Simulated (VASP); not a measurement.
# ZnS (zincblende type) (F-43m) in VASP: further runs

ZnS (zincblende type) is run at these levels: LDA; tasks: single point.

All numbers are computed with VASP 6.6.1; they aren't measurements. Logs are shortened: lines on timing, memory, paths and dates and some standing lists are left out, and cuts for length are marked.

## Step 1: The cell of the first run

The structure is cubic, space group F-43m (No. 216). Conventional cell: a = 4.565 Å, b = 4.565 Å, c = 4.565 Å, α = 90.00°, β = 90.00°, γ = 90.00°. Within 2.6 Å of Zn (site symmetry -43m) lie 4 S at 1.98 Å. Within 2.6 Å of S (site symmetry -43m) lie 4 Zn at 1.98 Å.

## Step 2: Single point, LDA (volume scaled by 0.64)

The input, INCAR:

```
SYSTEM = ZnS
PREC = Accurate
ENCUT = 520
EDIFF = 1E-7
ISMEAR = -1
SIGMA = 0.05
LREAL = .False.
LASPH = .True.
NELM = 100
ALGO = Normal
ISIF = 2
LWAVE = .False.
LCHARG = .False.
NBANDS = 16
```

The input, KPOINTS:

```
regular mesh
0
Gamma
  12 12 12
  0 0 0
```

The input, POSCAR:

```
ZnS
1.0
    0.0000000000      2.2823205334      2.2823205334
    2.2823205334      0.0000000000      2.2823205334
    2.2823205334      2.2823205334      0.0000000000
Zn S
1 1
Direct
    0.0000000000      0.0000000000      0.0000000000
    0.2500000000      0.2500000000      0.2500000000
```

Potentials or basis: VASP PAW LDA potentials, release 64 (Zn, S).

On the command line:

```sh
> cat potpaw_LDA.64/Zn/POTCAR potpaw_LDA.64/S/POTCAR > POTCAR
> mpirun -np 1 vasp_std > vasp.out
```

OUTCAR:

```text
SYSTEM = ZnS
   PREC = Accurate
   ENCUT = 520
   EDIFF = 1E-7
   ISMEAR = -1
   LREAL = .False.
   LASPH = .True.
   NELM = 100
   ISIF = 2

 ion  position               nearest neighbor table
   1  0.000  0.000  0.000-   2 1.98   2 1.98   2 1.98   2 1.98
   2  0.250  0.250  0.250-   1 1.98   1 1.98   1 1.98   1 1.98

  LATTYP: Found a face centered cubic cell.
 ALAT       =     4.5646410668

  Lattice vectors:

 A1 = (   0.0000000000,   2.2823205334,   2.2823205334)
 A2 = (   2.2823205334,   0.0000000000,   2.2823205334)
 A3 = (   2.2823205334,   2.2823205334,   0.0000000000)

Analysis of symmetry for initial positions (statically):
=====================================================================
 Subroutine PRICEL returns:
 Original cell was already a primitive cell.

 Routine SETGRP: Setting up the symmetry group for a
 face centered cubic supercell.

 Subroutine GETGRP returns: Found 24 space group operations
 (whereof 24 operations were pure point group operations)
 out of a pool of 48 trial point group operations.

The static configuration has the point symmetry T_d .

Analysis of symmetry for dynamics (positions and initial velocities):
=====================================================================
 Subroutine PRICEL returns:
 Original cell was already a primitive cell.

 Routine SETGRP: Setting up the symmetry group for a
 face centered cubic supercell.

 Subroutine GETGRP returns: Found 24 space group operations
 (whereof 24 operations were pure point group operations)
 out of a pool of 48 trial point group operations.

The dynamic configuration has the point symmetry T_d .

 Subroutine INISYM returns: Found 24 space group operations
 (whereof 24 operations are pure point group operations),
 and found     1 'primitive' translations

----------------------------------------------------------------------------------------

                                     Primitive cell

  volume of cell :      23.7772

  direct lattice vectors                    reciprocal lattice vectors
     0.000000000  2.282320533  2.282320533    -0.219075276  0.219075276  0.219075276
     2.282320533  0.000000000  2.282320533     0.219075276 -0.219075276  0.219075276
     2.282320533  2.282320533  0.000000000     0.219075276  0.219075276 -0.219075276

  length of vectors
     3.227688652  3.227688652  3.227688652     0.379449508  0.379449508  0.379449508

  position of ions in fractional coordinates (direct lattice)
     0.000000000  0.000000000  0.000000000
     0.250000000  0.250000000  0.250000000

  ion indices of the primitive-cell ions
   primitive index   ion index
                 1           1
                 2           2

----------------------------------------------------------------------------------------

 KPOINTS: regular mesh

Automatic generation of k-mesh.
 Grid dimensions read from file:
 generate k-points for:   12   12   12

 Generating k-lattice:

  Cartesian coordinates                     Fractional coordinates (reciprocal lattice)
    -0.018256273  0.018256273  0.018256273     0.083333333  0.000000000  0.000000000
     0.018256273 -0.018256273  0.018256273     0.000000000  0.083333333  0.000000000
     0.018256273  0.018256273 -0.018256273     0.000000000  0.000000000  0.083333333

  Length of vectors
     0.031620792  0.031620792  0.031620792

  Shift w.r.t. Gamma in fractional coordinates (k-lattice)
     0.000000000  0.000000000  0.000000000

 Subroutine IBZKPT returns following result:
 ===========================================

 Found     72 irreducible k-points:

 Following reciprocal coordinates:
            Coordinates               Weight
  0.000000  0.000000  0.000000      1.000000
  0.083333  0.000000  0.000000      8.000000
  0.166667  0.000000  0.000000      8.000000
  0.250000  0.000000  0.000000      8.000000
  0.333333  0.000000  0.000000      8.000000
  0.416667  0.000000  0.000000      8.000000
[... 16 lines left out ...]
  0.500000  0.166667  0.000000     24.000000
 -0.416667  0.166667  0.000000     24.000000
 [... further k-points ...]
   k-points           NKPTS =     72   k-points in BZ     NKDIM =     72   number of bands    NBANDS=     16
   number of dos      NEDOS =    301   number of ions     NIONS =      2
   total plane-waves  NPLWV =  13824
   dimension x,y,z NGX =    24 NGY =   24 NGZ =   24
   dimension x,y,z NGXF=    48 NGYF=   48 NGZF=   48
   ions per type =               1   1
   NGX,Y,Z   is equivalent  to a cutoff of  12.36, 12.36, 12.36 a.u.
   NGXF,Y,Z  is equivalent  to a cutoff of  24.72, 24.72, 24.72 a.u.
 SYSTEM =  ZnS
   PREC   = accura    normal or accurate (medium, high low for compatibility)
   ISTART =      0    job   : 0-new  1-cont  2-samecut
   ICHARG =      2    charge: 1-file 2-atom 10-const
   ISPIN  =      1    spin polarized calculation?
   LNONCOLLINEAR =      F non collinear calculations
   LSORBIT =      F    spin-orbit coupling
   LASPH  =      T    aspherical Exc in radial PAW
   ENCUT  =  520.0 eV  38.22 Ry    6.18 a.u.   6.00  6.00  6.00*2*pi/ulx,y,z
   NELM   =    100;   NELMIN=  2; NELMDL= -5     # of ELM steps
   EDIFF  = 0.1E-06   stopping-criterion for ELM
   LREAL  =      F    real-space projection
   EDIFFG = 0.1E-05   stopping-criterion for IOM
   NSW    =      0    number of steps for IOM
   IBRION =     -1    ionic relax: 0-MD 1-quasi-New 2-CG
   NFREE  =      0    steps in history (QN), initial steepest desc. (CG)
   ISIF   =      2    stress and relaxation
   ISYM   =      2    0-nonsym 1-usesym 2-fastsym
   POTIM  = 0.5000    time-step for ionic-motion
   TEBEG  =    0.0;   TEEND  =   0.0 temperature during run
   PSTRESS=    0.0 pullay stress
   NELECT =      18.0000    total number of electrons
   NUPDOWN=      -1.0000    fix difference up-down
   EMIN   =  10.00;   EMAX   =-10.00  energy-range for DOS
   EFERMI =   0.00;   METHOD = LEGACY
   ISMEAR =    -1;   SIGMA  =   0.05  broadening in eV -4-tet -1-fermi 0-gaus
   EFERMI_NEDOS =   21; number of points for ismear=-14 and -15
   IALGO  =     38    algorithm
   IMIX   =      4    mixing-type and parameters
     AMIX     =   0.40;   BMIX     =  1.00
     AMIX_MAG =   1.60;   BMIX_MAG =  1.00
  volume/ion in A,a.u.               =      11.89        80.23
  Fermi-wavevector in a.u.,A,eV,Ry     =   1.492035  2.819537 30.288863  2.226169
  Thomas-Fermi vector in A             =   2.604614
   LORBIT       =      0    0 simple, 1 ext, 2 COOP (PROOUT), +10 PAW based schemes
   GGA     = CA    functional components
   LHFCALC =     F    Hartree Fock is set to
   AEXX    =    0.0000 exact exchange contribution
   IVDW    =     0    specifies the selected vdW correction
   LEPSILON=     F    determine dielectric tensor
   LRPA    =     F    only Hartree local field effects (RPA)
 non-spin polarized calculation
  energy-cutoff  :      520.00
  volume of cell :       23.78
 maximum number of plane-waves:       651
   NGX = 13   NGY = 13   NGZ = 13

 number of electron      18.0000019 magnetization

 Free energy of the ion-electron system (eV)
  ---------------------------------------------------
  ext. energy  EPLUGINS =         0.00000000
  ---------------------------------------------------
  free energy    TOTEN  =        -5.26203556 eV

  energy without entropy =       -5.26203556  energy(sigma->0) =       -5.26203556

 E-fermi :   9.2585     XC(G=0): -12.5597

 val. band max:        8.4111842815   @ k =   0.0000   0.0000   0.0000
 cond. band min:      10.1059694488   @ k =   0.5000   0.5000   0.0000
 fundamental gap:      1.6947851673
 Fermi energy:         9.2584549380

 k-point     1 :       0.0000    0.0000    0.0000
  band No.  band energies     occupation
      1      -9.7197      2.00000
      2      -1.7207      2.00000
      3      -1.7207      2.00000
      4      -1.7207      2.00000
      5      -0.5083      2.00000
      6      -0.5083      2.00000
[... 8 lines left out ...]
     15      20.4907      0.00000
     16      22.6676      0.00000

 k-point     2 :       0.0833    0.0000    0.0000
  band No.  band energies     occupation
      1      -9.6091      2.00000
      2      -1.7444      2.00000
      3      -1.6971      2.00000
      4      -1.6971      2.00000
      5      -0.5129      2.00000
      6      -0.5129      2.00000
[... 8 lines left out ...]
     15      19.9552      0.00000
     16      22.7288      0.00000

 k-point     3 :       0.1667    0.0000    0.0000
  band No.  band energies     occupation
      1      -9.2890      2.00000
      2      -1.8022      2.00000
      3      -1.6361      2.00000
      4      -1.6361      2.00000
      5      -0.5192      2.00000
      6      -0.5192      2.00000
[... 8 lines left out ...]
     15      19.2785      0.00000
     16      22.2562      0.00000

 k-point     4 :       0.2500    0.0000    0.0000
  band No.  band energies     occupation
      1      -8.7993      2.00000
      2      -1.8560      2.00000
      3      -1.5633      2.00000
      4      -1.5633      2.00000
      5      -0.5100      2.00000
      6      -0.5100      2.00000
[... 8 lines left out ...]
     15      19.3699      0.00000
     16      21.8298      0.00000

 k-point     5 :       0.3333    0.0000    0.0000
  band No.  band energies     occupation
      1      -8.2257      2.00000
      2      -1.8492      2.00000
      3      -1.5069      2.00000
      4      -1.5069      2.00000
      5      -0.4743      2.00000
      6      -0.4743      2.00000
[... 8 lines left out ...]
     15      20.4120      0.00000
     16      22.0779      0.00000

 k-point     6 :       0.4167    0.0000    0.0000
  band No.  band energies     occupation
      1      -7.7269      2.00000
      2      -1.7280      2.00000
      3      -1.4782      2.00000
      4      -1.4782      2.00000
      5      -0.4284      2.00000
      6      -0.4284      2.00000
[... 8 lines left out ...]
     15      21.9237      0.00000
     16      23.0764      0.00000

 k-point     7 :       0.5000    0.0000    0.0000
  band No.  band energies     occupation
      1      -7.5207      2.00000
      2      -1.5991      2.00000
      3      -1.4705      2.00000
      4      -1.4705      2.00000
      5      -0.4070      2.00000
      6      -0.4070      2.00000
[... 8 lines left out ...]
     15      22.8609      0.00000
     16      23.8034      0.00000

 k-point     8 :       0.0833    0.0833    0.0000
  band No.  band energies     occupation
      1      -9.5722      2.00000
      2      -1.7655      2.00000
      3      -1.6819      2.00000
      4      -1.6819      2.00000
      5      -0.5386      2.00000
      6      -0.4913      2.00000
[... 8 lines left out ...]
     15      20.5855      0.00000
     16      23.2836      0.00000

 k-point     9 :       0.1667    0.0833    0.0000
  band No.  band energies     occupation
      1      -9.3216      2.00000
      2      -1.8190      2.00000
      3      -1.6301      2.00000
      4      -1.6250      2.00000
      5      -0.5666      2.00000
      6      -0.4775      2.00000
[... 8 lines left out ...]
     15      20.3161      0.00000
     16      23.2986      0.00000
[... 172 lines left out ...]
 k-point    19 :       0.1667    0.1667    0.0000
  band No.  band energies     occupation
      1      -9.1445      2.00000
      2      -1.8875      2.00000
      3      -1.5669      2.00000
      4      -1.5669      2.00000
      5      -0.6156      2.00000
      6      -0.4447      2.00000
[... 8 lines left out ...]
     15      20.8625      0.00000
     16      25.0615      0.00000

 k-point    20 :       0.2500    0.1667    0.0000
  band No.  band energies     occupation
      1      -8.7788      2.00000
      2      -1.9556      2.00000
      3      -1.4890      2.00000
      4      -1.4828      2.00000
      5      -0.6432      2.00000
      6      -0.4174      2.00000
[... 8 lines left out ...]
     15      20.9680      0.00000
     16      24.7178      0.00000

 k-point    21 :       0.3333    0.1667    0.0000
  band No.  band energies     occupation
      1      -8.2791      2.00000
      2      -1.9779      2.00000
      3      -1.4263      2.00000
      4      -1.4034      2.00000
      5      -0.6117      2.00000
      6      -0.3906      2.00000
[... 8 lines left out ...]
     15      21.5797      0.00000
     16      24.2258      0.00000

 k-point    22 :       0.4167    0.1667    0.0000
  band No.  band energies     occupation
      1      -7.7530      2.00000
      2      -1.9029      2.00000
      3      -1.3849      2.00000
      4      -1.3521      2.00000
      5      -0.4993      2.00000
      6      -0.3733      2.00000
[... 8 lines left out ...]
     15      22.6725      0.00000
     16      24.5612      0.00000

 k-point    23 :       0.5000    0.1667    0.0000
  band No.  band energies     occupation
      1      -7.3736      2.00000
      2      -1.7298      2.00000
      3      -1.3329      2.00000
      4      -1.3182      2.00000
      5      -0.3896      2.00000
      6      -0.3204      2.00000
[... 8 lines left out ...]
     15      22.9240      0.00000
     16      25.3261      0.00000

 k-point    24 :      -0.4167    0.1667    0.0000
  band No.  band energies     occupation
      1      -7.3179      2.00000
      2      -1.6062      2.00000
      3      -1.3389      2.00000
      4      -1.3300      2.00000
      5      -0.4503      2.00000
      6      -0.3060      2.00000
[... 8 lines left out ...]
     15      22.0485      0.00000
     16      24.6723      0.00000

 [... further k-points ...]
[... 5 lines left out ...]
  --------------------------------------------------------------------------------------
  -------------------------------------------------------------------------------------
  Total       15.5850345     15.5850345     15.5850345     -0.0000000      0.0000000     -0.0000000
  in kB     1050.1671837   1050.1671837   1050.1671837     -0.0000000      0.0000000     -0.0000000
  external PRESSURE =    1050.1671837 kB  Pullay stress =       0.0000000 kB

 VOLUME and BASIS-vectors are now :
 -----------------------------------------------------------------------------
  energy-cutoff  :      520.00
  volume of cell :       23.78
      direct lattice vectors                 reciprocal lattice vectors
     0.000000000  2.282320533  2.282320533    -0.219075276  0.219075276  0.219075276
     2.282320533  0.000000000  2.282320533     0.219075276 -0.219075276  0.219075276
     2.282320533  2.282320533  0.000000000     0.219075276  0.219075276 -0.219075276

 POSITION                                       TOTAL-FORCE (eV/Angst)
 -----------------------------------------------------------------------------------
      0.00000      0.00000      0.00000         0.000000      0.000000      0.000000
      1.14116      1.14116      1.14116        -0.000000     -0.000000     -0.000000
 -----------------------------------------------------------------------------------
    total drift:                                0.000004      0.000004      0.000004

  FREE ENERGIE OF THE ION-ELECTRON SYSTEM (eV)
  ---------------------------------------------------
  free  energy   TOTEN  =        -5.2620355619 eV

  energy  without entropy=       -5.2620355615  energy(sigma->0) =       -5.26203556
```

It took 13 s on 1 thread of AMD EPYC 9R45 (Zen 5), shared host; peak memory 0.11 GiB.

Results:

```yaml
Free_energy: -5.2620 eV
Pressure: 105.0 GPa
Band_gap_on_the_k_mesh: 1.69 eV, indirect (least direct gap 4.36 eV)
```

Levels at points of the mesh, in eV from the valence-band top:
```tsv
k point	band 7	band 8	band 9	band 10	band 11	band 12
(0.00, 0.00, 0.00)	0.00	0.00	0.00	4.36	5.27	5.27
(0.50, 0.00, 0.00)	-8.29	-1.92	-1.92	3.82	5.91	5.91
(0.50, 0.50, 0.00)	-7.31	-4.77	-4.77	1.69	2.85	14.07
```

 A k mesh can miss the band edges.

## Step 3: Single point, LDA (volume scaled by 0.72)

The input, INCAR:

```
SYSTEM = ZnS
  PREC = Accurate
  ENCUT = 520
  EDIFF = 1E-7
  ISMEAR = -1
  SIGMA = 0.05
  LREAL = .False.
  LASPH = .True.
  NELM = 100
  ALGO = Normal
  ISIF = 2
  LWAVE = .False.
  LCHARG = .True.
  GGA = CA
  LELF = .True.
  LVHAR = .True.
  NBANDS = 16
```

The input, KPOINTS:

```
Automatic mesh
0
Gamma
  12 12 12
  0 0 0
```

The input, POSCAR:

```
ZnS
1.0
    0.0000000000      2.3737090103      2.3737090103
    2.3737090103      0.0000000000      2.3737090103
    2.3737090103      2.3737090103      0.0000000000
Zn S
1 1
Direct
    0.0000000000      0.0000000000      0.0000000000
    0.2500000000      0.2500000000      0.2500000000
```

Potentials or basis: VASP PAW LDA potentials, release 64 (Zn, S).

On the command line:

```sh
> cat potpaw_LDA.64/Zn/POTCAR potpaw_LDA.64/S/POTCAR > POTCAR
> mpirun -np 1 vasp_std > vasp.out
```

Wall time 22 s (1 thread of AMD EPYC 9R45 (Zen 5), shared host); peak memory 0.13 GiB.

It converged, with:

```yaml
Free_energy: -6.7549 eV
Pressure: 59.7 GPa
Band_gap_on_the_k_mesh: 2.11 eV, indirect (least direct gap 3.77 eV)
```

Levels at points of the mesh, in eV from the valence-band top:
| k point | band 6 | band 7 | band 8 | band 9 | band 10 | band 11 | band 12 | band 13 |
| --- | --- | --- | --- | --- | --- | --- | --- | --- |
| (0.00, 0.00, 0.00) | -7.95 | 0.00 | 0.00 | 0.00 | 3.77 | 5.63 | 5.63 | 5.63 |
| (0.50, 0.00, 0.00) | -7.88 | -7.46 | -1.61 | -1.61 | 3.73 | 6.24 | 6.24 | 9.61 |
| (0.50, 0.50, 0.00) | -7.60 | -6.54 | -4.05 | -4.05 | 2.11 | 3.28 | 14.09 | 14.20 |

 A k mesh can miss the band edges.

[end of part 1 of 2]
